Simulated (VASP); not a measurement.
# CoO (Fm-3m) in VASP: single point with PBE+U

Aim: the single point of CoO with PBE+U.

Everything below comes from runs of VASP 6.6.1. Logs are shortened: lines on timing, memory, paths and dates and some standing lists are left out, and cuts for length are marked.

**1. The cell of the first run**

The structure is cubic, space group Fm-3m (No. 225). Conventional cell: a = 4.326 Å, b = 4.326 Å, c = 4.326 Å, α = 90.00°, β = 90.00°, γ = 90.00°. Within 2.9 Å of Co (site symmetry m-3m) lie 6 O at 2.16 Å. Within 2.9 Å of O (site symmetry m-3m) lie 6 Co at 2.16 Å.

**2. Single point, PBE+U, collinear spin, antiferromagnetic start**

INCAR reads:

```
PREC = Accurate ; ENCUT = 600
EDIFF = 1E-6 ; ISMEAR = 0
SIGMA = 0.05 ; LREAL = F
LASPH = T ; NELM = 200
ALGO = Normal ; ISIF = 2
LWAVE = F ; LCHARG = F
ISPIN = 2 ; MAGMOM = 3 -3 0 0
LORBIT = 11 ; LMAXMIX = 4
LDAU = T ; LDAUTYPE = 2
LDAUL = 2 -1 ; LDAUU = 3.3 0
LDAUJ = 0 0 ; LDAUPRINT = 1
GGA = PE ; NBANDS = 35
GGA_COMPAT = F
```

KPOINTS reads:

```
Automatic mesh
0
Gamma
  5 5 3
```

POSCAR reads:

```
CoO
1.0
    0.0000000000      2.1628257020     -2.1628257020
    0.0000000000      2.1628257020      2.1628257020
    4.3256514040      0.0000000000      0.0000000000
Co O
2 2
Direct
    0.0000000000      0.0000000000      0.0000000000
    0.5000000000      0.5000000000      0.5000000000
    0.0000000000      1.0000000000      0.5000000000
    0.5000000000      1.5000000000      1.0000000000
```

Potentials or basis: VASP PAW PBE potentials, release 64 (Co_sv, O).

Run with:

```console
$ cat potpaw_PBE.64/Co_sv/POTCAR potpaw_PBE.64/O/POTCAR > POTCAR
$ mpirun -np 1 vasp_std > vasp.out
```

OUTCAR:

```text
PREC = Accurate
   ENCUT = 600
   EDIFF = 1E-6
   ISMEAR = 0
   LREAL = F
   LASPH = T
   NELM = 200
   ISIF = 2
   ISPIN = 2
   LORBIT = 11
   GGA = PE

 ion  position               nearest neighbor table
   1  0.000  0.000  0.000-   3 2.16   4 2.16   3 2.16   4 2.16   4 2.16   4 2.16
   2  0.500  0.500  0.500-   3 2.16   4 2.16   4 2.16   3 2.16   3 2.16   3 2.16
   3  0.000  0.000  0.500-   1 2.16   2 2.16   1 2.16   2 2.16   2 2.16   2 2.16
   4  0.500  0.500  0.000-   1 2.16   2 2.16   2 2.16   1 2.16   1 2.16   1 2.16

  LATTYP: Found a simple tetragonal cell.
 ALAT       =     3.0586974408
 C/A-ratio  =     1.4142135624

  Lattice vectors:

 A1 = (   0.0000000000,   2.1628257020,  -2.1628257020)
 A2 = (   0.0000000000,   2.1628257020,   2.1628257020)
 A3 = (   4.3256514040,   0.0000000000,   0.0000000000)

Analysis of symmetry for initial positions (statically):
=====================================================================
 Subroutine PRICEL returns following result:

  LATTYP: Found a face centered cubic cell.
 ALAT       =     4.3256514040
[... 12 lines left out ...]
 Subroutine GETGRP returns: Found 16 space group operations
 (whereof 16 operations were pure point group operations)
 out of a pool of 16 trial point group operations.

The static configuration has the point symmetry D_4h.

Analysis of symmetry for dynamics (positions and initial velocities):
=====================================================================
 Subroutine PRICEL returns following result:

  LATTYP: Found a face centered cubic cell.
 ALAT       =     4.3256514040
[... 12 lines left out ...]
 Subroutine GETGRP returns: Found 16 space group operations
 (whereof 16 operations were pure point group operations)
 out of a pool of 16 trial point group operations.

The dynamic configuration has the point symmetry D_4h.

Analysis of structural, dynamic, and magnetic symmetry:
=====================================================================
 Subroutine PRICEL returns following result:

  LATTYP: Found a face centered cubic cell.
 ALAT       =     4.3256514040
[... 12 lines left out ...]
 Subroutine GETGRP returns: Found 16 space group operations
 (whereof 16 operations were pure point group operations)
 out of a pool of 16 trial point group operations.

The overall configuration has the point symmetry D_4h.

 Subroutine INISYM returns: Found 16 space group operations
 (whereof 16 operations are pure point group operations),
 and found     2 'primitive' translations

----------------------------------------------------------------------------------------

                                     Primitive cell

  volume of cell :      20.2346

  direct lattice vectors                    reciprocal lattice vectors
    -2.162825702 -2.162825702  0.000000000    -0.231179054 -0.231179054  0.231179054
    -2.162825702  0.000000000 -2.162825702    -0.231179054  0.231179054 -0.231179054
     0.000000000 -2.162825702 -2.162825702     0.231179054 -0.231179054 -0.231179054

  length of vectors
     3.058697441  3.058697441  3.058697441     0.400413867  0.400413867  0.400413867

  position of ions in fractional coordinates (direct lattice)
[... 133 lines left out ...]
  o =  0.0726  v =  0.0000  0.0000  0.0000  0.0000  0.0000  0.0000  0.0000 -0.5000  0.0000  0.8660      0.0000  0.0000  0.0000  0.0000  0.0000  0.0000  0.0000  0.0000  0.0000  0.0000
  o =  0.1071  v =  0.0000  0.0000  0.0000  0.0000  0.0000  0.0000 -0.0000 -0.8660  0.0000 -0.5000      0.0000  0.0000  0.0000  0.0000  0.0000  0.0000  0.0000  0.0000  0.0000  0.0000
  o =  0.9086  v =  0.0000  0.0000  0.0000  0.0000  0.0000  0.0000 -0.0000 -0.0000 -1.0000 -0.0000      0.0000  0.0000  0.0000  0.0000  0.0000  0.0000  0.0000  0.0000  0.0000  0.0000
  o =  0.9086  v =  0.0000  0.0000  0.0000  0.0000  0.0000  1.0000  0.0000  0.0000  0.0000  0.0000      0.0000  0.0000  0.0000  0.0000  0.0000  0.0000  0.0000  0.0000  0.0000  0.0000
  o =  0.9204  v =  0.0000 -0.0000 -0.0000 -1.0000 -0.0000  0.0000  0.0000  0.0000  0.0000  0.0000      0.0000  0.0000  0.0000  0.0000  0.0000  0.0000  0.0000  0.0000  0.0000  0.0000
  o =  0.9204  v =  1.0000  0.0000  0.0000  0.0000  0.0000  0.0000  0.0000  0.0000  0.0000  0.0000      0.0000  0.0000  0.0000  0.0000  0.0000  0.0000  0.0000  0.0000  0.0000  0.0000
  o =  0.9281  v =  0.0000 -1.0000 -0.0000  0.0000 -0.0000  0.0000  0.0000  0.0000  0.0000  0.0000      0.0000  0.0000  0.0000  0.0000  0.0000  0.0000  0.0000  0.0000  0.0000  0.0000
  o =  0.9506  v =  0.0000 -0.0000  0.5000 -0.0000 -0.8660  0.0000  0.0000  0.0000  0.0000  0.0000      0.0000  0.0000  0.0000  0.0000  0.0000  0.0000  0.0000  0.0000  0.0000  0.0000
  o =  0.9535  v =  0.0000 -0.0000  0.8660 -0.0000  0.5000  0.0000  0.0000  0.0000  0.0000  0.0000      0.0000  0.0000  0.0000  0.0000  0.0000  0.0000  0.0000  0.0000  0.0000  0.0000

atom =   2  type =  1  l = 2

 onsite density matrix

spin component  1

  0.9086 -0.0000 -0.0000  0.0000  0.0000
 -0.0000  0.0274  0.0000  0.0000 -0.0000
 -0.0000  0.0000  0.0985 -0.0000  0.0149
  0.0000  0.0000 -0.0000  0.9086 -0.0000
  0.0000 -0.0000  0.0149 -0.0000  0.0812

spin component  2

  0.9204 -0.0000  0.0000  0.0000 -0.0000
 -0.0000  0.9281 -0.0000  0.0000  0.0000
  0.0000 -0.0000  0.9528  0.0000  0.0013
  0.0000  0.0000  0.0000  0.9204  0.0000
 -0.0000  0.0000  0.0013  0.0000  0.9513

 occupancies and eigenvectors

  o =  0.0274  v =  0.0000  1.0000 -0.0000  0.0000 -0.0000  0.0000  0.0000  0.0000  0.0000  0.0000      0.0000  0.0000  0.0000  0.0000  0.0000  0.0000  0.0000  0.0000  0.0000  0.0000
  o =  0.0726  v =  0.0000 -0.0000 -0.5000 -0.0000  0.8660  0.0000  0.0000  0.0000  0.0000  0.0000      0.0000  0.0000  0.0000  0.0000  0.0000  0.0000  0.0000  0.0000  0.0000  0.0000
  o =  0.1071  v =  0.0000  0.0000  0.8660 -0.0000  0.5000  0.0000  0.0000  0.0000  0.0000  0.0000      0.0000  0.0000  0.0000  0.0000  0.0000  0.0000  0.0000  0.0000  0.0000  0.0000
  o =  0.9086  v =  1.0000  0.0000  0.0000  0.0000  0.0000  0.0000  0.0000  0.0000  0.0000  0.0000      0.0000  0.0000  0.0000  0.0000  0.0000  0.0000  0.0000  0.0000  0.0000  0.0000
  o =  0.9086  v =  0.0000 -0.0000 -0.0000 -1.0000  0.0000  0.0000  0.0000  0.0000  0.0000  0.0000      0.0000  0.0000  0.0000  0.0000  0.0000  0.0000  0.0000  0.0000  0.0000  0.0000
  o =  0.9204  v =  0.0000  0.0000  0.0000  0.0000  0.0000  0.0000  0.0000  0.0000  1.0000 -0.0000      0.0000  0.0000  0.0000  0.0000  0.0000  0.0000  0.0000  0.0000  0.0000  0.0000
  o =  0.9204  v =  0.0000  0.0000  0.0000  0.0000  0.0000  1.0000  0.0000  0.0000  0.0000  0.0000      0.0000  0.0000  0.0000  0.0000  0.0000  0.0000  0.0000  0.0000  0.0000  0.0000
  o =  0.9281  v =  0.0000  0.0000  0.0000  0.0000  0.0000  0.0000  1.0000  0.0000 -0.0000  0.0000      0.0000  0.0000  0.0000  0.0000  0.0000  0.0000  0.0000  0.0000  0.0000  0.0000
  o =  0.9506  v =  0.0000  0.0000  0.0000  0.0000  0.0000  0.0000 -0.0000  0.5000 -0.0000 -0.8660      0.0000  0.0000  0.0000  0.0000  0.0000  0.0000  0.0000  0.0000  0.0000  0.0000
  o =  0.9535  v =  0.0000  0.0000  0.0000  0.0000  0.0000  0.0000 -0.0000  0.8660 -0.0000  0.5000      0.0000  0.0000  0.0000  0.0000  0.0000  0.0000  0.0000  0.0000  0.0000  0.0000

 number of electron      45.9999959 magnetization      -0.0000000

 Free energy of the ion-electron system (eV)
  ---------------------------------------------------
  ext. energy  EPLUGINS =         0.00000000
  ---------------------------------------------------
  free energy    TOTEN  =       -23.15779588 eV

  energy without entropy =      -23.15779588  energy(sigma->0) =      -23.15779588

 E-fermi :   8.0731     XC(G=0): -12.3588

 val. band max:        7.7059994041   @ k =   0.4000   0.0000   0.3333
 cond. band min:       8.3031136664   @ k =   0.0000   0.0000   0.3333
 fundamental gap:      0.5971142623
 Fermi energy:         8.0730666795

 spin component 1

 k-point     1 :       0.0000    0.0000    0.0000
  band No.  band energies     occupation
      1     -88.6974      1.00000
      2     -85.3995      1.00000
      3     -52.5333      1.00000
      4     -52.5333      1.00000
      5     -50.7549      1.00000
      6     -48.9489      1.00000
[... 445 lines left out ...]
     34      22.8007      0.00000
     35      26.3499      0.00000
 Fermi energy:         8.0730666795

 spin component 2

 k-point     1 :       0.0000    0.0000    0.0000
  band No.  band energies     occupation
      1     -88.6974      1.00000
      2     -85.3995      1.00000
      3     -52.5333      1.00000
      4     -52.5333      1.00000
      5     -50.7549      1.00000
      6     -48.9489      1.00000
[... 445 lines left out ...]
     34      22.8007      0.00000
     35      26.2916      0.00000

------------------------ aborting loop because EDIFF is reached ----------------------------------------

  FORCE on cell =-STRESS in cart. coord.  units (eV):
  Direction    XX          YY          ZZ          XY          YZ          ZX
  --------------------------------------------------------------------------------------
  -------------------------------------------------------------------------------------
  Total        1.1449579     -1.9560806     -1.9560806      0.0000000      0.0000000     -0.0000000
  in kB       45.3289379    -77.4413259    -77.4413259      0.0000000      0.0000000     -0.0000000
  external PRESSURE =     -36.5179046 kB  Pullay stress =       0.0000000 kB

 VOLUME and BASIS-vectors are now :
 -----------------------------------------------------------------------------
  energy-cutoff  :      600.00
  volume of cell :       40.47
      direct lattice vectors                 reciprocal lattice vectors
     0.000000000  2.162825702 -2.162825702     0.000000000  0.231179054 -0.231179054
     0.000000000  2.162825702  2.162825702     0.000000000  0.231179054  0.231179054
     4.325651404  0.000000000  0.000000000     0.231179054  0.000000000  0.000000000

 POSITION                                       TOTAL-FORCE (eV/Angst)
 -----------------------------------------------------------------------------------
      0.00000      0.00000      0.00000        -0.000000      0.000000      0.000000
      2.16283      2.16283      0.00000         0.000000     -0.000000     -0.000000
      2.16283      0.00000      0.00000        -0.000000      0.000000     -0.000000
      0.00000      2.16283      0.00000        -0.000000      0.000000      0.000000
 -----------------------------------------------------------------------------------
    total drift:                               -0.000000      0.000000      0.000000

  FREE ENERGIE OF THE ION-ELECTRON SYSTEM (eV)
  ---------------------------------------------------
  free  energy   TOTEN  =       -23.1577958794 eV

  energy  without entropy=      -23.1577958794  energy(sigma->0) =      -23.15779588

 total charge

# of ion       s       p       d       tot
------------------------------------------
    1        2.142   6.058   6.672  14.872
    2        2.142   6.058   6.672  14.872
    3        1.547   3.446   0.000   4.993
    4        1.547   3.446   0.000   4.993
--------------------------------------------------
tot          7.378  19.008  13.345  39.731

 magnetization (x)

# of ion       s       p       d       tot
------------------------------------------
    1        0.016   0.012   2.644   2.671
    2       -0.016  -0.012  -2.644  -2.671
    3       -0.009  -0.103   0.000  -0.113
    4        0.009   0.103   0.000   0.113
--------------------------------------------------
tot          0.000   0.000   0.000   0.000
```

It took 83 s on 1 thread of AMD EPYC 7R43 (Zen 3), shared host; peak memory 0.14 GiB.

What came out:

```yaml
Free_energy: -23.1578 eV
Pressure: -3.7 GPa
Band_gap_on_the_k_mesh: 0.60 eV
Net_moment: 0.00 μB per cell
Site_moments: Co +2.67, -2.67; O -0.11, +0.11 μB
Valence_electrons_inside_the_program's_atomic_spheres: Co 14.87; O 4.99
```

Eigenvalues of the final occupation matrices:
| site | spin | trace | eigenvalues |
| --- | --- | --- | --- |
| site 1 d | 1 | 4.67 | 0.92 0.92 0.93 0.95 0.95 |
| site 1 d | 2 | 2.02 | 0.03 0.07 0.11 0.91 0.91 |
| site 2 d | 1 | 2.02 | 0.03 0.07 0.11 0.91 0.91 |
| site 2 d | 2 | 4.67 | 0.92 0.92 0.93 0.95 0.95 |

Caveat: the k points lie up to 0.48 Å⁻¹ apart; semilocal functionals underestimate gaps, and a narrow one can read as zero; an odd mesh through Γ misses points on the zone boundary, where band edges can lie.
